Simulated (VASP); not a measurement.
# InSe in VASP: further runs

Runs on InSe. Level: PBE+D3(BJ). Tasks: single point.

Program: VASP 6.6.1. These are calculated values, not measurements. Logs are shortened: lines on timing, memory, paths and dates and some standing lists are left out, and cuts for length are marked.

### Step 1. The cell of the first run

The cell holds a slab with vacuum, 4 atoms: a = 4.094 Å, b = 4.094 Å, c = 36.720 Å, α = 90.00°, β = 90.00°, γ = 120.00°.

### Step 2. Single point, PBE+D3(BJ)

Contents of INCAR:

```
ALGO     = Normal         # electronic algorithm
DIPOL    = 0.5 0.5 0.500
EDIFF    = 1E-6           # SCF threshold, eV
ENCUT    = 520            # plane-wave cutoff, eV
GGA      = PE             # functional
IDIPOL   = 3            
ISIF     = 2              # what is computed and relaxed
ISMEAR   = 0              # smearing method
IVDW     = 12             # dispersion correction
LASPH    = True           # aspherical terms in the spheres
LCHARG   = False          # write CHGCAR
LDIPOL   = True         
LREAL    = False          # projectors in reciprocal space
LWAVE    = False          # write WAVECAR
NBANDS   = 27             # bands
NELM     = 100            # most SCF steps
PREC     = Accurate       # precision mode
SIGMA    = 0.02           # smearing width, eV
```

Contents of KPOINTS:

```
k-points
0
Gamma
  9 9 1
```

Contents of POSCAR:

```
InSe
1.0
    4.0940000000      0.0000000000      0.0000000000
   -2.0470000000      3.5455080031      0.0000000000
    0.0000000000      0.0000000000     36.7199571806
Se In
2 2
Direct
    0.0000000000      0.0000000000      0.4218950696
    0.0000000000      0.0000000000      0.5780771689
    0.6666666667      0.3333333333      0.4594644305
    0.6666666667      0.3333333333      0.5405078700
```

Potentials or basis: VASP PAW PBE potentials, release 64 (Se, In_d).

Command:

```bash
cat potpaw_PBE.64/Se/POTCAR potpaw_PBE.64/In_d/POTCAR > POTCAR
mpirun -np 1 vasp_std > vasp.out
```

OUTCAR:

```text
EDIFF = 1E-6
   ENCUT = 520
   GGA = PE
   ISIF = 2
   ISMEAR = 0
   IVDW = 12
   LASPH = True
   LREAL = False
   NELM = 100
   PREC = Accurate
 IVDW          = 12

 ion  position               nearest neighbor table
   1  0.000  0.000  0.422-   3 2.74   3 2.74   3 2.74
   2  0.000  0.000  0.578-   4 2.74   4 2.74   4 2.74
   3  0.667  0.333  0.459-   1 2.74   1 2.74   1 2.74   4 2.98
   4  0.667  0.333  0.541-   2 2.74   2 2.74   2 2.74   3 2.98

  LATTYP: Found a hexagonal cell.
 ALAT       =     4.0940000000
 C/A-ratio  =     8.9692127945

  Lattice vectors:

 A1 = (   4.0940000000,   0.0000000000,   0.0000000000)
 A2 = (  -2.0470000000,   3.5455080031,   0.0000000000)
 A3 = (   0.0000000000,   0.0000000000,  36.7199571806)

Analysis of symmetry for initial positions (statically):
=====================================================================
 Subroutine PRICEL returns:
 Original cell was already a primitive cell.

 Routine SETGRP: Setting up the symmetry group for a
 hexagonal supercell.

 Subroutine GETGRP returns: Found 12 space group operations
 (whereof  6 operations were pure point group operations)
 out of a pool of 24 trial point group operations.

The static configuration has the point symmetry C_3v.
 The point group associated with its full space group is D_3h.

Analysis of symmetry for dynamics (positions and initial velocities):
=====================================================================
 Subroutine PRICEL returns:
 Original cell was already a primitive cell.

 Routine SETGRP: Setting up the symmetry group for a
 hexagonal supercell.

 Subroutine GETGRP returns: Found 12 space group operations
 (whereof  6 operations were pure point group operations)
 out of a pool of 24 trial point group operations.

The dynamic configuration has the point symmetry C_3v.
 The point group associated with its full space group is D_3h.

 Subroutine INISYM returns: Found 12 space group operations
 (whereof  6 operations are pure point group operations),
 and found     1 'primitive' translations

----------------------------------------------------------------------------------------

                                     Primitive cell

  volume of cell :     533.0016

  direct lattice vectors                    reciprocal lattice vectors
     4.094000000  0.000000000  0.000000000     0.244259893  0.141023515  0.000000000
    -2.047000000  3.545508003  0.000000000     0.000000000  0.282047029  0.000000000
     0.000000000  0.000000000 36.719957181     0.000000000  0.000000000  0.027233147

  length of vectors
     4.094000000  4.094000000 36.719957181     0.282047029  0.282047029  0.027233147

  position of ions in fractional coordinates (direct lattice)
     0.000000000  0.000000000  0.421895070
     0.000000000  0.000000000  0.578077169
     0.666666667  0.333333333  0.459464430
     0.666666667  0.333333333  0.540507870

  ion indices of the primitive-cell ions
   primitive index   ion index
                 1           1
                 2           2
                 3           3
                 4           4

----------------------------------------------------------------------------------------

 KPOINTS: k-points

Automatic generation of k-mesh.
 Grid dimensions read from file:
 generate k-points for:    9    9    1

 Generating k-lattice:

  Cartesian coordinates                     Fractional coordinates (reciprocal lattice)
     0.027139988  0.015669279  0.000000000     0.111111111 -0.000000000  0.000000000
     0.000000000  0.031338559  0.000000000     0.000000000  0.111111111  0.000000000
     0.000000000  0.000000000  0.027233147     0.000000000  0.000000000  1.000000000

  Length of vectors
     0.031338559  0.031338559  0.027233147

  Shift w.r.t. Gamma in fractional coordinates (k-lattice)
     0.000000000  0.000000000  0.000000000

 Subroutine IBZKPT returns following result:
 ===========================================

 Found     12 irreducible k-points:

 Following reciprocal coordinates:
            Coordinates               Weight
  0.000000  0.000000  0.000000      1.000000
  0.111111  0.000000  0.000000      6.000000
  0.222222  0.000000  0.000000      6.000000
  0.333333  0.000000  0.000000      6.000000
  0.444444  0.000000  0.000000      6.000000
  0.111111  0.111111  0.000000      6.000000
  0.222222  0.111111  0.000000     12.000000
  0.333333  0.111111  0.000000     12.000000
  0.444444  0.111111  0.000000      6.000000
  0.222222  0.222222  0.000000      6.000000
  0.333333  0.222222  0.000000     12.000000
  0.333333  0.333333  0.000000      2.000000
   k-points           NKPTS =     12   k-points in BZ     NKDIM =     12   number of bands    NBANDS=     27
   number of dos      NEDOS =    301   number of ions     NIONS =      4
   total plane-waves  NPLWV = 252000
   dimension x,y,z NGX =    30 NGY =   30 NGZ =  280
   dimension x,y,z NGXF=    60 NGYF=   60 NGZF=  560
   ions per type =               2   2
   NGX,Y,Z   is equivalent  to a cutoff of  12.18, 12.18, 12.68 a.u.
   NGXF,Y,Z  is equivalent  to a cutoff of  24.36, 24.36, 25.35 a.u.
 SYSTEM =  unknown system
   PREC   = accura    normal or accurate (medium, high low for compatibility)
   ISTART =      0    job   : 0-new  1-cont  2-samecut
   ICHARG =      2    charge: 1-file 2-atom 10-const
   ISPIN  =      1    spin polarized calculation?
   LNONCOLLINEAR =      F non collinear calculations
   LSORBIT =      F    spin-orbit coupling
   LASPH  =      T    aspherical Exc in radial PAW
   ENCUT  =  520.0 eV  38.22 Ry    6.18 a.u.   7.61  7.61 68.27*2*pi/ulx,y,z
   NELM   =    100;   NELMIN=  2; NELMDL= -5     # of ELM steps
   EDIFF  = 0.1E-05   stopping-criterion for ELM
   LREAL  =      F    real-space projection
   EDIFFG = 0.1E-04   stopping-criterion for IOM
   NSW    =      0    number of steps for IOM
   IBRION =     -1    ionic relax: 0-MD 1-quasi-New 2-CG
   NFREE  =      0    steps in history (QN), initial steepest desc. (CG)
   ISIF   =      2    stress and relaxation
   ISYM   =      2    0-nonsym 1-usesym 2-fastsym
   POTIM  = 0.5000    time-step for ionic-motion
   TEBEG  =    0.0;   TEEND  =   0.0 temperature during run
   PSTRESS=    0.0 pullay stress
   NELECT =      38.0000    total number of electrons
   NUPDOWN=      -1.0000    fix difference up-down
   EMIN   =  10.00;   EMAX   =-10.00  energy-range for DOS
   EFERMI =   0.00;   METHOD = LEGACY
   ISMEAR =     0;   SIGMA  =   0.02  broadening in eV -4-tet -1-fermi 0-gaus
   EFERMI_NEDOS =   21; number of points for ismear=-14 and -15
   IALGO  =     38    algorithm
   IMIX   =      4    mixing-type and parameters
     AMIX     =   0.40;   BMIX     =  1.00
     AMIX_MAG =   1.60;   BMIX_MAG =  1.00
  volume/ion in A,a.u.               =     133.25       899.22
  Fermi-wavevector in a.u.,A,eV,Ry     =   0.678828  1.282799  6.269670  0.460808
  Thomas-Fermi vector in A             =   1.756847
   LORBIT       =      0    0 simple, 1 ext, 2 COOP (PROOUT), +10 PAW based schemes
   GGA     = PE    functional components
   LHFCALC =     F    Hartree Fock is set to
   AEXX    =    0.0000 exact exchange contribution
   IVDW    =    12    specifies the selected vdW correction
   LEPSILON=     F    determine dielectric tensor
   LRPA    =     F    only Hartree local field effects (RPA)
 non-spin polarized calculation
 Gauss-broadening in eV      SIGMA  =   0.02
  energy-cutoff  :      520.00
  volume of cell :      533.00
 maximum number of plane-waves:     14471
   NGX = 15   NGY = 15   NGZ =137

 dipolmoment           0.000000      0.000000      0.000000 electrons x Angstroem

 number of electron      38.0000015 magnetization

 dipolmoment           0.000000      0.000000     -0.000014 electrons x Angstroem

 Free energy of the ion-electron system (eV)
  ---------------------------------------------------
  ext. energy  EPLUGINS =         0.00000000
  ---------------------------------------------------
  free energy    TOTEN  =       -14.10112680 eV

  energy without entropy =      -14.10112680  energy(sigma->0) =      -14.10112680

 E-fermi :  -3.9396     XC(G=0):  -2.3370

 val. band max:       -4.0590464231   @ k =   0.1111   0.1111   0.0000
 cond. band min:      -2.5620155907   @ k =   0.0000   0.0000   0.0000
 fundamental gap:      1.4970308324
 Fermi energy:        -3.9395664271

 k-point     1 :       0.0000    0.0000    0.0000
  band No.  band energies     occupation
      1     -17.8202      2.00000
      2     -17.7209      2.00000
      3     -17.7209      2.00000
      4     -17.6805      2.00000
      5     -17.6805      2.00000
      6     -17.6589      2.00000
[... 19 lines left out ...]
     26       1.8400      0.00000
     27       2.1038      0.00000

 k-point     2 :       0.1111    0.0000    0.0000
  band No.  band energies     occupation
      1     -17.8206      2.00000
      2     -17.7461      2.00000
      3     -17.7176      2.00000
      4     -17.7057      2.00000
      5     -17.6737      2.00000
      6     -17.6616      2.00000
[... 19 lines left out ...]
     26       1.8802      0.00000
     27       2.1328      0.00000

 k-point     3 :       0.2222    0.0000    0.0000
  band No.  band energies     occupation
      1     -17.8424      2.00000
      2     -17.7812      2.00000
      3     -17.7667      2.00000
      4     -17.7122      2.00000
      5     -17.6674      2.00000
      6     -17.6564      2.00000
[... 234 lines left out ...]
      1     -17.9305      2.00000
      2     -17.8675      2.00000
      3     -17.7775      2.00000
      4     -17.7230      2.00000
      5     -17.6638      2.00000
      6     -17.6351      2.00000
[... 19 lines left out ...]
     26       3.5152      0.00000
     27       3.6752      0.00000

 k-point    12 :       0.3333    0.3333    0.0000
  band No.  band energies     occupation
      1     -17.9342      2.00000
      2     -17.8726      2.00000
      3     -17.7760      2.00000
      4     -17.7274      2.00000
      5     -17.6554      2.00000
      6     -17.6390      2.00000
[... 19 lines left out ...]
     26       3.6497      0.00000
     27       4.0498      0.00000

------------------------ aborting loop because EDIFF is reached ----------------------------------------

 vacuum level on the upper side and lower side of the slab       (xc-potential included)        -0.005        -0.005

 Edisp (eV)   -0.82036

 E8    (eV) :    -0.3944

  FORCE on cell =-STRESS in cart. coord.  units (eV):
  Direction    XX          YY          ZZ          XY          YZ          ZX
  --------------------------------------------------------------------------------------
  -------------------------------------------------------------------------------------
  Total      -2.26916    -2.26916    -3.98899     0.00000     0.00000     0.00000
  in kB      -6.82100    -6.82100   -11.99071     0.00000     0.00000     0.00000
  external pressure =       -8.54 kB  Pullay stress =        0.00 kB

 VOLUME and BASIS-vectors are now :
 -----------------------------------------------------------------------------
  energy-cutoff  :      520.00
  volume of cell :      533.00
      direct lattice vectors                 reciprocal lattice vectors
     4.094000000  0.000000000  0.000000000     0.244259893  0.141023515  0.000000000
    -2.047000000  3.545508003  0.000000000     0.000000000  0.282047029  0.000000000
     0.000000000  0.000000000 36.719957181     0.000000000  0.000000000  0.027233147

 POSITION                                       TOTAL-FORCE (eV/Angst)
 -----------------------------------------------------------------------------------
      0.00000      0.00000     15.49197         0.000000      0.000000      0.716513
      0.00000      0.00000     21.22697         0.000000      0.000000     -0.716513
      2.04700      1.18184     16.87151        -0.000000     -0.000000     -0.048343
      2.04700      1.18184     19.84743        -0.000000     -0.000000      0.048343
 -----------------------------------------------------------------------------------
    total drift:                               -0.000000      0.000000     -0.001684

  FREE ENERGIE OF THE ION-ELECTRON SYSTEM (eV)
  ---------------------------------------------------
  free  energy   TOTEN  =       -14.9214822525 eV

  energy  without entropy=      -14.9214822525  energy(sigma->0) =      -14.92148225

 vacuum level on the upper side and lower side of the slab         2.056         2.056
```

Run time: 7.8 min. Hardware: 1 thread of Intel Xeon 8259CL, shared host; peak memory 0.6 GiB.

Results:

- Free energy: -14.9215 eV
- Largest force: 0.717 eV/Å
- Band gap on the k mesh: 1.50 eV (least direct gap 1.56 eV)
- Dispersion energy per atom: -0.205 eV

Forces in eV/Å, atoms in the order of the input:
```
Se   0.000  0.000  0.717
Se   0.000  0.000 -0.717
In   0.000  0.000 -0.048
In   0.000  0.000  0.048
```

Caveat: spin-orbit coupling is left out, which moves the levels of the heavy elements.

(Continued in part 2 of 2.)
